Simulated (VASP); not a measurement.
# AlCr2C (P6_3/mmc) in VASP: a series of runs

AlCr2C is run at these levels: PBE; tasks: single point.

All numbers are computed with VASP 6.6.1; they aren't measurements. Logs are shortened: lines on timing, memory, paths and dates and some standing lists are left out, and cuts for length are marked.

**1. The cell of the first run**

It takes space group P6_3/mmc (No. 194, hexagonal). Conventional cell: a = 2.825 Å, b = 2.825 Å, c = 12.601 Å, α = 90.00°, β = 90.00°, γ = 120.00°. Al (site symmetry -6m2) has 6 Cr at 2.64 Å and 6 Al at 2.83 Å and 6 C at 3.55 Å within 3.6 Å. Cr (site symmetry 3m) has 3 C at 1.95 Å and 3 Al at 2.64 Å and 3 Cr at 2.69 Å within 2.7 Å. C (site symmetry -3m) has 6 Cr at 1.95 Å within 2.6 Å.

**2. Single point, PBE, collinear spin, ferromagnetic start**

INCAR

```
PREC = Accurate
ENCUT = 520
EDIFF = 1E-7
ISMEAR = 0
SIGMA = 0.1
LREAL = False
LASPH = True
NELM = 150
ALGO = Normal
ISIF = 2
LWAVE = False
LCHARG = False
ISPIN = 2
MAGMOM = 0 0 3 3 3 3 0 0
LORBIT = 11
LMAXMIX = 4
GGA = PE
NBANDS = 45
```

KPOINTS

```
Automatic mesh
0
Gamma
  6 6 2
```

POSCAR

```
AlCr2C
1.0
    2.8251011000      0.0000000000      0.0000000000
   -1.4125505500      2.4466093200      0.0000000000
    0.0000000000      0.0000000000     12.6013736700
Al Cr C
2 4 2
Direct
    0.6666666700      0.3333333300      0.2500000000
    0.3333333300      0.6666666700      0.7500000000
    0.3333333300      0.6666666700      0.4149411600
    0.6666666700      0.3333333300      0.9149411600
    0.6666666700      0.3333333300      0.5850588400
    0.3333333300      0.6666666700      0.0850588400
    0.0000000000      0.0000000000      0.5000000000
    0.0000000000      0.0000000000      0.0000000000
```

Potentials or basis: VASP PAW PBE potentials, release 64 (Al, Cr_pv, C).

Command:

```
$ cat potpaw_PBE.64/Al/POTCAR potpaw_PBE.64/Cr_pv/POTCAR potpaw_PBE.64/C/POTCAR > POTCAR
$ mpirun -np 1 vasp_std > vasp.out
```

OUTCAR:

```text
PREC = Accurate
   ENCUT = 520
   EDIFF = 1E-7
   ISMEAR = 0
   LREAL = False
   LASPH = True
   NELM = 150
   ISIF = 2
   ISPIN = 2
   LORBIT = 11
   GGA = PE

 ion  position               nearest neighbor table
   1  0.667  0.333  0.250-   3 2.64   6 2.64   3 2.64   6 2.64   3 2.64   6 2.64
   2  0.333  0.667  0.750-   4 2.64   5 2.64   4 2.64   5 2.64   4 2.64   5 2.64
   3  0.333  0.667  0.415-   7 1.95   7 1.95   7 1.95   1 2.64   1 2.64   1 2.64   5 2.69   5 2.69
                             5 2.69
   4  0.667  0.333  0.915-   8 1.95   8 1.95   8 1.95   2 2.64   2 2.64   2 2.64   6 2.69   6 2.69
                             6 2.69
   5  0.667  0.333  0.585-   7 1.95   7 1.95   7 1.95   2 2.64   2 2.64   2 2.64   3 2.69   3 2.69
                             3 2.69
   6  0.333  0.667  0.085-   8 1.95   8 1.95   8 1.95   1 2.64   1 2.64   1 2.64   4 2.69   4 2.69
                             4 2.69
   7  0.000  0.000  0.500-   3 1.95   5 1.95   3 1.95   5 1.95   5 1.95   3 1.95
   8  0.000  0.000  0.000-   4 1.95   6 1.95   6 1.95   4 1.95   4 1.95   6 1.95

  LATTYP: Found a hexagonal cell.
 ALAT       =     2.8251011000
 C/A-ratio  =     4.4605036153

  Lattice vectors:

 A1 = (   2.8251011000,   0.0000000000,   0.0000000000)
 A2 = (  -1.4125505500,   2.4466093200,   0.0000000000)
 A3 = (   0.0000000000,   0.0000000000,  12.6013736700)

Analysis of symmetry for initial positions (statically):
=====================================================================
 Subroutine PRICEL returns:
 Original cell was already a primitive cell.

 Routine SETGRP: Setting up the symmetry group for a
 hexagonal supercell.

 Subroutine GETGRP returns: Found 24 space group operations
 (whereof 12 operations were pure point group operations)
 out of a pool of 24 trial point group operations.

The static configuration has the point symmetry D_3d.
 The point group associated with its full space group is D_6h.

Analysis of symmetry for dynamics (positions and initial velocities):
=====================================================================
 Subroutine PRICEL returns:
 Original cell was already a primitive cell.

 Routine SETGRP: Setting up the symmetry group for a
 hexagonal supercell.

 Subroutine GETGRP returns: Found 24 space group operations
 (whereof 12 operations were pure point group operations)
 out of a pool of 24 trial point group operations.

The dynamic configuration has the point symmetry D_3d.
 The point group associated with its full space group is D_6h.

Analysis of structural, dynamic, and magnetic symmetry:
=====================================================================
 Subroutine PRICEL returns:
 Original cell was already a primitive cell.

 Routine SETGRP: Setting up the symmetry group for a
 hexagonal supercell.

 Subroutine GETGRP returns: Found 24 space group operations
 (whereof 12 operations were pure point group operations)
 out of a pool of 24 trial point group operations.

The overall configuration has the point symmetry D_3d.
 The point group associated with its full space group is D_6h.

 Subroutine INISYM returns: Found 24 space group operations
 (whereof 12 operations are pure point group operations),
 and found     1 'primitive' translations

----------------------------------------------------------------------------------------

                                     Primitive cell

  volume of cell :      87.0997

  direct lattice vectors                    reciprocal lattice vectors
     2.825101100  0.000000000  0.000000000     0.353969633  0.204364463  0.000000000
    -1.412550550  2.446609320  0.000000000     0.000000000  0.408728926  0.000000000
     0.000000000  0.000000000 12.601373670     0.000000000  0.000000000  0.079356428

  length of vectors
     2.825101100  2.825101099 12.601373670     0.408728926  0.408728926  0.079356428

  position of ions in fractional coordinates (direct lattice)
     0.666666670  0.333333330  0.250000000
     0.333333330  0.666666670  0.750000000
     0.333333330  0.666666670  0.414941160
     0.666666670  0.333333330  0.914941160
     0.666666670  0.333333330  0.585058840
     0.333333330  0.666666670  0.085058840
     0.000000000  0.000000000  0.500000000
     0.000000000  0.000000000  0.000000000

[... 59 lines left out ...]
   NGX,Y,Z   is equivalent  to a cutoff of  14.12, 14.12, 12.66 a.u.
   NGXF,Y,Z  is equivalent  to a cutoff of  28.25, 28.25, 25.33 a.u.
 SYSTEM =  unknown system
   PREC   = accura    normal or accurate (medium, high low for compatibility)
   ISTART =      0    job   : 0-new  1-cont  2-samecut
   ICHARG =      2    charge: 1-file 2-atom 10-const
   ISPIN  =      2    spin polarized calculation?
   LNONCOLLINEAR =      F non collinear calculations
   LSORBIT =      F    spin-orbit coupling
   LASPH  =      T    aspherical Exc in radial PAW
   ENCUT  =  520.0 eV  38.22 Ry    6.18 a.u.   5.25  5.25 23.43*2*pi/ulx,y,z
   NELM   =    150;   NELMIN=  2; NELMDL= -5     # of ELM steps
   EDIFF  = 0.1E-06   stopping-criterion for ELM
   LREAL  =      F    real-space projection
   EDIFFG = 0.1E-05   stopping-criterion for IOM
   NSW    =      0    number of steps for IOM
   IBRION =     -1    ionic relax: 0-MD 1-quasi-New 2-CG
   NFREE  =      0    steps in history (QN), initial steepest desc. (CG)
   ISIF   =      2    stress and relaxation
   ISYM   =      2    0-nonsym 1-usesym 2-fastsym
   POTIM  = 0.5000    time-step for ionic-motion
   TEBEG  =    0.0;   TEEND  =   0.0 temperature during run
   PSTRESS=    0.0 pullay stress
   NELECT =      62.0000    total number of electrons
   NUPDOWN=      -1.0000    fix difference up-down
   EMIN   =  10.00;   EMAX   =-10.00  energy-range for DOS
   EFERMI =   0.00;   METHOD = LEGACY
   ISMEAR =     0;   SIGMA  =   0.10  broadening in eV -4-tet -1-fermi 0-gaus
   EFERMI_NEDOS =   21; number of points for ismear=-14 and -15
   IALGO  =     38    algorithm
   IMIX   =      4    mixing-type and parameters
     AMIX     =   0.40;   BMIX     =  1.00
     AMIX_MAG =   1.60;   BMIX_MAG =  1.00
  volume/ion in A,a.u.               =      10.89        73.47
  Fermi-wavevector in a.u.,A,eV,Ry     =   1.461728  2.762265 29.070870  2.136649
  Thomas-Fermi vector in A             =   2.578025
   LORBIT       =     11    0 simple, 1 ext, 2 COOP (PROOUT), +10 PAW based schemes
   GGA     = PE    functional components
   LHFCALC =     F    Hartree Fock is set to
   AEXX    =    0.0000 exact exchange contribution
   IVDW    =     0    specifies the selected vdW correction
   LEPSILON=     F    determine dielectric tensor
   LRPA    =     F    only Hartree local field effects (RPA)
 spin polarized calculation
 Gauss-broadening in eV      SIGMA  =   0.10
  energy-cutoff  :      520.00
  volume of cell :       87.10
 maximum number of plane-waves:      2388
 NGX is ok and might be reduce to    24
   NGX = 11   NGY = 11   NGZ = 47

 number of electron      61.9999977 magnetization      -0.0000212

 number of electron      61.9999977 magnetization       0.0014674

 Free energy of the ion-electron system (eV)
  ---------------------------------------------------
  ext. energy  EPLUGINS =         0.00000000
  ---------------------------------------------------
  free energy    TOTEN  =       -65.51390305 eV

  energy without entropy =      -65.48641254  energy(sigma->0) =      -65.50015780

 E-fermi :  10.1627     XC(G=0): -12.5564

 val. band max:       10.1441193564   @ k =   0.1667   0.1667   0.5000
 cond. band min:      10.2258075719   @ k =   0.3333   0.0000   0.0000
 fundamental gap:      0.0816882155
 Fermi energy:        10.1627046380

 spin component 1

 k-point     1 :       0.0000    0.0000    0.0000
  band No.  band energies     occupation
      1     -33.2286      1.00000
      2     -33.2270      1.00000
      3     -33.0062      1.00000
      4     -33.0062      1.00000
      5     -33.0062      1.00000
      6     -33.0062      1.00000
[... 633 lines left out ...]
     42      13.3222      0.00000
     43      14.1718      0.00000
 Fermi energy:        10.1627046380

 spin component 2

 k-point     1 :       0.0000    0.0000    0.0000
  band No.  band energies     occupation
      1     -33.2281      1.00000
      2     -33.2265      1.00000
      3     -33.0058      1.00000
      4     -33.0058      1.00000
      5     -33.0058      1.00000
      6     -33.0058      1.00000
[... 633 lines left out ...]
     42      13.3225      0.00000
     43      14.1720      0.00000
 [bands above 43 left out]

------------------------ aborting loop because EDIFF is reached ----------------------------------------

  FORCE on cell =-STRESS in cart. coord.  units (eV):
  Direction    XX          YY          ZZ          XY          YZ          ZX
  --------------------------------------------------------------------------------------
  -------------------------------------------------------------------------------------
  Total        1.9944263      1.9944263      1.9388150      0.0000000     -0.0000000      0.0000000
  in kB       36.6869889     36.6869888     35.6640321      0.0000000     -0.0000000      0.0000000
  external PRESSURE =      36.3460033 kB  Pullay stress =       0.0000000 kB

 VOLUME and BASIS-vectors are now :
 -----------------------------------------------------------------------------
  energy-cutoff  :      520.00
  volume of cell :       87.10
      direct lattice vectors                 reciprocal lattice vectors
     2.825101100  0.000000000  0.000000000     0.353969633  0.204364463  0.000000000
    -1.412550550  2.446609320  0.000000000     0.000000000  0.408728926  0.000000000
     0.000000000  0.000000000 12.601373670     0.000000000  0.000000000  0.079356428

 POSITION                                       TOTAL-FORCE (eV/Angst)
 -----------------------------------------------------------------------------------
      1.41255      0.81554      3.15034         0.000000     -0.000000      0.000000
     -0.00000      1.63107      9.45103         0.000000      0.000000      0.000000
     -0.00000      1.63107      5.22883         0.000000      0.000000     -0.007827
      1.41255      0.81554     11.52952        -0.000000      0.000000     -0.007827
      1.41255      0.81554      7.37255        -0.000000      0.000000      0.007827
     -0.00000      1.63107      1.07186        -0.000000     -0.000000      0.007827
      0.00000      0.00000      6.30069        -0.000000      0.000000      0.000000
      0.00000      0.00000      0.00000         0.000000      0.000000      0.000000
 -----------------------------------------------------------------------------------
    total drift:                               -0.000008      0.000005     -0.000000

  FREE ENERGIE OF THE ION-ELECTRON SYSTEM (eV)
  ---------------------------------------------------
  free  energy   TOTEN  =       -65.5139030516 eV

  energy  without entropy=      -65.4864125389  energy(sigma->0) =      -65.50015780

 total charge

# of ion       s       p       d       tot
------------------------------------------
    1        0.415   0.406   0.000   0.820
    2        0.415   0.406   0.000   0.820
    3        0.347   6.423   4.389  11.159
    4        0.347   6.423   4.389  11.159
    5        0.347   6.423   4.389  11.159
    6        0.347   6.423   4.389  11.159
    7        0.908   1.581   0.000   2.489
    8        0.908   1.581   0.000   2.489
--------------------------------------------------
tot          4.033  29.666  17.556  51.255

 magnetization (x)

# of ion       s       p       d       tot
------------------------------------------
    1       -0.000  -0.000   0.000  -0.000
    2       -0.000  -0.000   0.000  -0.000
    3        0.000   0.000   0.000   0.000
    4        0.000   0.000   0.000   0.000
    5        0.000   0.000   0.000   0.000
    6        0.000   0.000   0.000   0.000
    7       -0.000  -0.000   0.000  -0.000
    8       -0.000  -0.000   0.000  -0.000
--------------------------------------------------
tot         -0.000  -0.000   0.001   0.001
```

It took 2.4 min on 1 thread of Intel Xeon Platinum 8488C (Sapphire Rapids), shared host; peak memory 0.31 GiB.

Results:

| Item | Value |
| --- | --- |
| Free energy | -65.5139 eV |
| Pressure | 3.6 GPa |
| Largest force | 0.008 eV/Å |
| Band gap on the k mesh | zero (filled and empty bands overlap) |
| Net moment | 0.00 μB per cell |
| Valence electrons inside the program's atomic spheres | Al 0.82; Cr 11.16; C 2.49 |

Forces on the atoms (eV/Å):
```
Al   0.000  0.000  0.000
Al   0.000  0.000  0.000
Cr   0.000  0.000 -0.008
Cr   0.000  0.000 -0.008
Cr   0.000  0.000  0.008
Cr   0.000  0.000  0.008
C    0.000  0.000  0.000
C    0.000  0.000  0.000
```

Stress tensor (GPa, compression positive):
```
3.67 0.00 0.00
0.00 3.67 0.00
0.00 0.00 3.57
```

Caveat: the k points lie up to 0.43 Å⁻¹ apart, too coarse for converged energies and pressures of a metal.

[end of part 1 of 2]
